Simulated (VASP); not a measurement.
# BaSr3Ti4O12 (P4/mmm) in VASP: electric field gradients with r2SCAN

Aim: the electric field gradients of BaSr3Ti4O12 with r2SCAN.

All numbers are computed with VASP 6.6.1; they aren't measurements. Logs are shortened: lines on timing, memory, paths and dates and some standing lists are left out, and cuts for length are marked.

## 1. The cell of the first run

The structure is tetragonal, space group P4/mmm (No. 123). The conventional cell has a = 3.968 Å, b = 3.968 Å, c = 15.876 Å, α = 90.00°, β = 90.00°, γ = 90.00°. Ba (site symmetry 4/mmm) has 12 O at 2.81 to 2.86 Å and 8 Ti at 3.47 Å within 3.7 Å. Sr (site symmetry 4mm) has 12 O at 2.76 to 2.81 Å and 8 Ti at 3.42 to 3.43 Å within 3.6 Å. Within 3.7 Å of Sr (site symmetry 4/mmm) lie 12 O at 2.80 to 2.81 Å and 8 Ti at 3.43 Å. Ti (site symmetry 4mm) has 6 O at 1.96 to 2.03 Å within 2.6 Å. Ti (site symmetry 4mm) has 6 O at 1.97 to 1.98 Å within 2.6 Å. O (site symmetry 2mm) has 2 Ti at 1.98 Å within 2.6 Å. O (site symmetry 2mm) has 2 Ti at 1.98 Å within 2.6 Å. Within 2.9 Å of O (site symmetry 4/mmm) lie 2 Ti at 2.03 Å and 4 Ba at 2.81 Å and 8 O at 2.86 Å.

## 2. Electric field gradients, r2SCAN

Input file POSCAR:

```
BaSr3Ti4O12
1.0
    3.9683520000      0.0000000000      0.0000000000
    0.0000000000      3.9683520000      0.0000000000
    0.0000000000      0.0000000000     15.8764150000
Ba Sr Ti O
1 3 4 12
Direct
    0.0000000000      0.0000000000      0.0000000000
    0.0000000000      0.0000000000      0.2509200000
    0.0000000000      0.0000000000      0.5000000000
    0.0000000000      0.0000000000      0.7490800000
    0.5000000000      0.5000000000      0.1281750000
    0.5000000000      0.5000000000      0.3754390000
    0.5000000000      0.5000000000      0.6245610000
    0.5000000000      0.5000000000      0.8718250000
    0.0000000000      0.5000000000      0.1297380000
    0.0000000000      0.5000000000      0.3751920000
    0.0000000000      0.5000000000      0.6248080000
    0.0000000000      0.5000000000      0.8702620000
    0.5000000000      0.5000000000      0.0000000000
    0.5000000000      0.5000000000      0.2514330000
    0.5000000000      0.5000000000      0.5000000000
    0.5000000000      0.5000000000      0.7485670000
    0.5000000000      0.0000000000      0.1297380000
    0.5000000000      0.0000000000      0.3751920000
    0.5000000000      0.0000000000      0.6248080000
    0.5000000000      0.0000000000      0.8702620000
```

Input file INCAR.step1:

```
SYSTEM = BaSr3Ti4O12
PREC     = Accurate       ! precision mode
ENCUT    = 520            ! plane-wave cutoff, eV
ISMEAR   = -1             ! smearing method
SIGMA    = 0.02           ! smearing width, eV
LREAL    = Auto         
LASPH    = .TRUE.         ! aspherical terms in the spheres
NELM     = 60             ! most SCF steps
NBANDS   = 96             ! bands
GGA      = PE             ! functional
ALGO     = Normal         ! electronic algorithm
EDIFF    = 1E-4           ! SCF threshold, eV
LWAVE    = .TRUE.         ! write WAVECAR
LCHARG   = .FALSE.        ! write CHGCAR
```

Input file INCAR.step2:

```
SYSTEM = BaSr3Ti4O12
PREC     = Accurate       ! precision mode
ENCUT    = 520            ! plane-wave cutoff, eV
EDIFF    = 1E-8           ! SCF threshold, eV
ISMEAR   = -1             ! smearing method
SIGMA    = 0.02           ! smearing width, eV
LREAL    = Auto         
LASPH    = .TRUE.         ! aspherical terms in the spheres
NELM     = 60             ! most SCF steps
ALGO     = Normal         ! electronic algorithm
ISIF     = 2              ! what is computed and relaxed
LWAVE    = .FALSE.        ! write WAVECAR
LCHARG   = .FALSE.        ! write CHGCAR
METAGGA  = R2SCAN         ! meta-GGA
LMIXTAU  = .TRUE.       
LEFG     = .TRUE.       
NBANDS   = 96             ! bands
ISTART   = 1
```

Input file KPOINTS:

```
regular mesh
0
G
  6 6 2
  0 0 0
```

Potentials or basis: VASP PAW PBE potentials, release 64 (Ba_sv, Sr_sv, Ti_sv, O).

On the command line:

```
$ cat potpaw_PBE.64/Ba_sv/POTCAR potpaw_PBE.64/Sr_sv/POTCAR potpaw_PBE.64/Ti_sv/POTCAR potpaw_PBE.64/O/POTCAR > POTCAR
$ cp INCAR.step1 INCAR
$ mpirun -np 1 vasp_std > vasp.out
$ cp INCAR.step2 INCAR
$ mpirun -np 1 vasp_std > vasp.out
```

OUTCAR:

```text
SYSTEM = BaSr3Ti4O12
   PREC = Accurate
   ENCUT = 520
   EDIFF = 1E-8
   ISMEAR = -1
   LREAL = Auto
   LASPH = .TRUE.
   NELM = 60
   ISIF = 2
   METAGGA = R2SCAN
   ISTART = 1

 ion  position               nearest neighbor table
   1  0.000  0.000  0.000-  13 2.81  13 2.81  13 2.81  13 2.81  20 2.86   9 2.86  12 2.86  12 2.86
                             9 2.86  17 2.86  20 2.86  17 2.86   5 3.47   8 3.47   8 3.47   8 3.47
   2  0.000  0.000  0.251-   9 2.76  17 2.76   9 2.76  17 2.76  10 2.80  10 2.80  18 2.80  18 2.80
                            14 2.81  14 2.81  14 2.81  14 2.81   5 3.42   5 3.42   5 3.42   5 3.42
   3  0.000  0.000  0.500-  10 2.80  11 2.80  18 2.80  19 2.80  10 2.80  11 2.80  18 2.80  19 2.80
                            15 2.81  15 2.81  15 2.81  15 2.81   6 3.43   7 3.43   7 3.43   7 3.43
   4  0.000  0.000  0.749-  12 2.76  20 2.76  12 2.76  20 2.76  11 2.80  19 2.80  19 2.80  11 2.80
                            16 2.81  16 2.81  16 2.81  16 2.81   8 3.42   8 3.42   8 3.42   8 3.42
   5  0.500  0.500  0.128-  14 1.96   9 1.98  17 1.98  17 1.98   9 1.98  13 2.03   2 3.42   2 3.42
                             2 3.42   2 3.42   1 3.47   1 3.47   1 3.47   1 3.47
   6  0.500  0.500  0.375-  14 1.97  15 1.98  10 1.98  18 1.98  18 1.98  10 1.98   2 3.43   2 3.43
                             2 3.43   2 3.43   3 3.43   3 3.43   3 3.43   3 3.43
   7  0.500  0.500  0.625-  16 1.97  15 1.98  11 1.98  19 1.98  19 1.98  11 1.98   4 3.43   4 3.43
                             4 3.43   4 3.43   3 3.43   3 3.43   3 3.43   3 3.43
   8  0.500  0.500  0.872-  16 1.96  12 1.98  20 1.98  20 1.98  12 1.98  13 2.03   4 3.42   4 3.42
                             4 3.42   4 3.42   1 3.47   1 3.47   1 3.47   1 3.47
   9  0.000  0.500  0.130-   5 1.98   5 1.98   2 2.76   2 2.76   1 2.86   1 2.86
  10  0.000  0.500  0.375-   6 1.98   6 1.98   2 2.80   2 2.80   3 2.80   3 2.80
  11  0.000  0.500  0.625-   7 1.98   7 1.98   4 2.80   4 2.80   3 2.80   3 2.80
  12  0.000  0.500  0.870-   8 1.98   8 1.98   4 2.76   4 2.76   1 2.86   1 2.86
  13  0.500  0.500  0.000-   5 2.03   8 2.03   1 2.81   1 2.81   1 2.81   1 2.81
  14  0.500  0.500  0.251-   5 1.96   6 1.97   2 2.81   2 2.81   2 2.81   2 2.81
  15  0.500  0.500  0.500-   6 1.98   7 1.98   3 2.81   3 2.81   3 2.81   3 2.81
  16  0.500  0.500  0.749-   8 1.96   7 1.97   4 2.81   4 2.81   4 2.81   4 2.81
  17  0.500  0.000  0.130-   5 1.98   5 1.98   2 2.76   2 2.76   1 2.86   1 2.86
  18  0.500  0.000  0.375-   6 1.98   6 1.98   2 2.80   2 2.80   3 2.80   3 2.80
  19  0.500  0.000  0.625-   7 1.98   7 1.98   4 2.80   4 2.80   3 2.80   3 2.80
  20  0.500  0.000  0.870-   8 1.98   8 1.98   4 2.76   4 2.76   1 2.86   1 2.86

  LATTYP: Found a simple tetragonal cell.
 ALAT       =     3.9683520000
 C/A-ratio  =     4.0007577453

  Lattice vectors:

 A1 = (   3.9683520000,   0.0000000000,   0.0000000000)
 A2 = (   0.0000000000,   3.9683520000,   0.0000000000)
 A3 = (   0.0000000000,   0.0000000000,  15.8764150000)

Analysis of symmetry for initial positions (statically):
=====================================================================
 Subroutine PRICEL returns:
 Original cell was already a primitive cell.

 Routine SETGRP: Setting up the symmetry group for a
 simple tetragonal supercell.

 Subroutine GETGRP returns: Found 16 space group operations
 (whereof 16 operations were pure point group operations)
 out of a pool of 16 trial point group operations.

The static configuration has the point symmetry D_4h.

Analysis of symmetry for dynamics (positions and initial velocities):
=====================================================================
 Subroutine PRICEL returns:
 Original cell was already a primitive cell.

 Routine SETGRP: Setting up the symmetry group for a
 simple tetragonal supercell.

 Subroutine GETGRP returns: Found 16 space group operations
 (whereof 16 operations were pure point group operations)
 out of a pool of 16 trial point group operations.

The dynamic configuration has the point symmetry D_4h.

 Subroutine INISYM returns: Found 16 space group operations
 (whereof 16 operations are pure point group operations),
 and found     1 'primitive' translations

----------------------------------------------------------------------------------------

                                     Primitive cell

[... 135 lines left out ...]
   EFERMI =   0.00;   METHOD = LEGACY
   ISMEAR =    -1;   SIGMA  =   0.02  broadening in eV -4-tet -1-fermi 0-gaus
   EFERMI_NEDOS =   21; number of points for ismear=-14 and -15
   IALGO  =     38    algorithm
   IMIX   =      4    mixing-type and parameters
     AMIX     =   0.40;   BMIX     =  1.00
     AMIX_MAG =   1.60;   BMIX_MAG =  1.00
  volume/ion in A,a.u.               =      12.50        84.36
  Fermi-wavevector in a.u.,A,eV,Ry     =   1.410773  2.665975 27.079420  1.990281
  Thomas-Fermi vector in A             =   2.532693
   LORBIT       =      0    0 simple, 1 ext, 2 COOP (PROOUT), +10 PAW based schemes
   METAGGA = R2SCAN    functional components
   LHFCALC =     F    Hartree Fock is set to
   AEXX    =    0.0000 exact exchange contribution
   IVDW    =     0    specifies the selected vdW correction
   LEPSILON=     F    determine dielectric tensor
   LRPA    =     F    only Hartree local field effects (RPA)
 non-spin polarized calculation
  energy-cutoff  :      520.00
  volume of cell :      250.02
 maximum number of plane-waves:      6803
 NGX is ok and might be reduce to    30
   NGX = 15   NGY = 15   NGZ = 59

 number of electron     159.9999928 magnetization

 Free energy of the ion-electron system (eV)
  ---------------------------------------------------
  ext. energy  EPLUGINS =         0.00000000
  ---------------------------------------------------
  free energy    TOTEN  =      -264.12800041 eV

  energy without entropy =     -264.12800041  energy(sigma->0) =     -264.12800041

 E-fermi :   4.1203     XC(G=0): -11.7624

 val. band max:        3.5638537394   @ k =   0.5000   0.5000   0.0000
 cond. band min:       5.6814656571   @ k =   0.0000   0.0000   0.0000
 fundamental gap:      2.1176119177
 Fermi energy:         4.1203350223

 k-point     1 :       0.0000    0.0000    0.0000
  band No.  band energies     occupation
      1     -55.3667      2.00000
      2     -55.3662      2.00000
      3     -55.2964      2.00000
      4     -55.2957      2.00000
      5     -30.5987      2.00000
      6     -30.5713      2.00000
[... 1889 lines left out ...]
     91       8.0803      0.00000
     92       8.1218      0.00000
 [bands above 92 left out]

------------------------ aborting loop because EDIFF is reached ----------------------------------------

  FORCE on cell =-STRESS in cart. coord.  units (eV):
  Direction    XX          YY          ZZ          XY          YZ          ZX
  --------------------------------------------------------------------------------------
  -------------------------------------------------------------------------------------
  Total       -6.3999949     -6.3999949     -6.5502672      0.0000000      0.0000000      0.0000000
  in kB      -41.0126087    -41.0126087    -41.9755870      0.0000000      0.0000000      0.0000000
  external PRESSURE =     -41.3336015 kB  Pullay stress =       0.0000000 kB

 VOLUME and BASIS-vectors are now :
 -----------------------------------------------------------------------------
  energy-cutoff  :      520.00
  volume of cell :      250.02
      direct lattice vectors                 reciprocal lattice vectors
     3.968352000  0.000000000  0.000000000     0.251993775  0.000000000  0.000000000
     0.000000000  3.968352000  0.000000000     0.000000000  0.251993775  0.000000000
     0.000000000  0.000000000 15.876415000     0.000000000  0.000000000  0.062986512

 POSITION                                       TOTAL-FORCE (eV/Angst)
 -----------------------------------------------------------------------------------
      0.00000      0.00000      0.00000        -0.000000      0.000000      0.000000
      0.00000      0.00000      3.98371        -0.000000      0.000000      0.099236
      0.00000      0.00000      7.93821        -0.000000      0.000000      0.000000
      0.00000      0.00000     11.89270        -0.000000      0.000000     -0.099236
      1.98418      1.98418      2.03496        -0.000000      0.000000      0.118293
      1.98418      1.98418      5.96063        -0.000000     -0.000000      0.049884
[... 12 lines left out ...]
      1.98418      0.00000      9.91971         0.000000      0.000000     -0.043699
      1.98418      0.00000     13.81664         0.000000      0.000000     -0.026851
 -----------------------------------------------------------------------------------
    total drift:                                0.000000      0.000000      0.000000

  FREE ENERGIE OF THE ION-ELECTRON SYSTEM (eV)
  ---------------------------------------------------
  free  energy   TOTEN  =      -264.1280004131 eV

  energy  without entropy=     -264.1280004131  energy(sigma->0) =     -264.12800041

 Electric field gradients (V/A^2)
---------------------------------------------------------------------
 ion       V_xx      V_yy      V_zz      V_xy      V_xz      V_yz
---------------------------------------------------------------------
   1      -5.931    -5.931    11.862     0.000     0.000    -0.000
   2       1.105     1.105    -2.211    -0.000    -0.000     0.000
   3       0.266     0.266    -0.531     0.000     0.000     0.000
   4       1.105     1.105    -2.211    -0.000    -0.000     0.000
   5      -1.995    -1.995     3.989     0.000     0.000     0.000
   6       2.096     2.096    -4.191    -0.000     0.000    -0.000
[... 12 lines left out ...]
  19      -9.603    20.329   -10.726    -0.000     0.000     0.000
  20     -12.037    23.069   -11.032    -0.000     0.000    -0.000
---------------------------------------------------------------------

 Electric field gradients after diagonalization (V/A^2)
 (convention: |V_zz| > |V_xx| > |V_yy|)
----------------------------------------------------------------------
 ion       V_xx      V_yy      V_zz     asymmetry (V_yy - V_xx)/ V_zz
----------------------------------------------------------------------
   1      -5.931    -5.931    11.862       0.000
   2       1.105     1.105    -2.211       0.000
   3       0.266     0.266    -0.531       0.000
   4       1.105     1.105    -2.211       0.000
   5      -1.995    -1.995     3.989       0.000
   6       2.096     2.096    -4.191       0.000
[... 12 lines left out ...]
  19     -10.726    -9.603    20.329       0.055
  20     -12.037   -11.032    23.069       0.044
----------------------------------------------------------------------

           NMR quadrupolar parameters

 Cq : quadrupolar parameter    Cq=e*Q*V_zz/h
 eta: asymmetry parameters     (V_yy - V_xx)/ V_zz
 Q  : nuclear electric quadrupole moment in mb (millibarn)
----------------------------------------------------------------------
 ion       Cq(MHz)       eta       Q (mb)
----------------------------------------------------------------------
   1       0.029       0.000       1.000
   2      -0.005       0.000       1.000
   3      -0.001       0.000       1.000
   4      -0.005       0.000       1.000
   5       0.010       0.000       1.000
   6      -0.010       0.000       1.000
[... 12 lines left out ...]
  19       0.049       0.055       1.000
  20       0.056       0.044       1.000
----------------------------------------------------------------------
```

Wall time 1.5 h (1 thread of Oxide Virtual Turin-like, shared host); peak memory 0.51 GiB.

Results:

```
Free energy                             : -264.1280 eV
Pressure                                : -4.1 GPa
Largest force                           : 0.118 eV/Å
Band gap on the k mesh                  : 2.12 eV (least direct gap 2.40 eV)
Largest electric field gradient by atom : Ba +11.9; Sr -2.2, -0.5 (each value once); Ti +4.0, -4.2 (each value once); O +23.1, +20.3, +29.7, +20.6, +18.2 (each value once) V/Å²
```

Forces in eV/Å, atoms in the order of the input:
```
Ba   0.000  0.000  0.000
Sr   0.000  0.000  0.099
Sr   0.000  0.000  0.000
Sr   0.000  0.000 -0.099
Ti   0.000  0.000  0.118
Ti   0.000  0.000  0.050
Ti   0.000  0.000 -0.050
Ti   0.000  0.000 -0.118
O    0.000  0.000  0.027
O    0.000  0.000  0.044
O    0.000  0.000 -0.044
O    0.000  0.000 -0.027
O    0.000  0.000  0.000
O    0.000  0.000 -0.016
O    0.000  0.000  0.000
O    0.000  0.000  0.016
O    0.000  0.000  0.027
O    0.000  0.000  0.044
O    0.000  0.000 -0.044
O    0.000  0.000 -0.027
```

Electric field gradients, principal values (V/Å²):
| atom | least | middle | greatest (by size) |
| --- | --- | --- | --- |
| 1 Ba | -5.931 | -5.931 | 11.862 |
| 2 Sr | 1.105 | 1.105 | -2.211 |
| 3 Sr | 0.266 | 0.266 | -0.531 |
| 4 Sr | 1.105 | 1.105 | -2.211 |
| 5 Ti | -1.995 | -1.995 | 3.989 |
| 6 Ti | 2.096 | 2.096 | -4.191 |
| 7 Ti | 2.096 | 2.096 | -4.191 |
| 8 Ti | -1.995 | -1.995 | 3.989 |
| 9 O | -11.032 | -12.037 | 23.069 |
| 10 O | -9.603 | -10.726 | 20.329 |
| 11 O | -9.603 | -10.726 | 20.329 |
| 12 O | -11.032 | -12.037 | 23.069 |
| 13 O | -14.854 | -14.854 | 29.707 |
| 14 O | -10.306 | -10.306 | 20.611 |
| 15 O | -9.122 | -9.122 | 18.245 |
| 16 O | -10.306 | -10.306 | 20.611 |
| 17 O | -11.032 | -12.037 | 23.069 |
| 18 O | -9.603 | -10.726 | 20.329 |
| 19 O | -9.603 | -10.726 | 20.329 |
| 20 O | -11.032 | -12.037 | 23.069 |

Caveat: the cell stands under tension; without QUAD_EFG the Cq values of the log hold for a quadrupole moment of 1 mb, not for the nuclei; the PAW data sets were made with another functional, which shifts forces and pressure a little; spin-orbit coupling is left out, which moves the levels of the heavy elements. A k mesh can miss the band edges.
